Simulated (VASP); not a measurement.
Here is a VASP 6.6.1 calculation.

The input INCAR:

```
  PREC = Accurate
  ENCUT = 520
  EDIFF = 1E-7
  ISMEAR = 0
  SIGMA = 0.02
  LREAL = False
  LASPH = True
  NELM = 80
  ALGO = Normal
  ISIF = 2
  LWAVE = False
  LCHARG = False
  GGA = PE
  NBANDS = 32
```

File KPOINTS:

```
regular mesh
0
Gamma
  6 6 6
```

File POSCAR:

```
Bi2Se3
1.0
    2.0950141353      1.1977084905     10.2732583384
   -2.0950141353      1.1977084905     10.2732583384
    0.0000000000     -2.4378389981     10.2787380120
Bi Se
2 3
Direct
    0.3968819410      0.3968819410      0.3954872136
    0.6031180590      0.6031180590      0.6045127864
    0.0000000000      0.0000000000      0.0000000000
    0.2186382731      0.2186382731      0.2213256115
    0.7813617269      0.7813617269      0.7786743885
```

Potentials or basis: VASP PAW PBE potentials, release 64 (Bi_d, Se).

Run with:

```console
$ cat potpaw_PBE.64/Bi_d/POTCAR potpaw_PBE.64/Se/POTCAR > POTCAR
$ mpirun -np 1 vasp_std > vasp.out
```

(1) Estimate the band gap on the k mesh.

(2) Estimate the largest force.

Results:

(1) 0.62 eV.

(2) 0.010 eV/Å.

Caveat: the cell differs from its parent crystal (uniaxial strain along c: -2.0 %, then relaxed in part); spin-orbit coupling is left out, which moves the levels of the heavy elements.
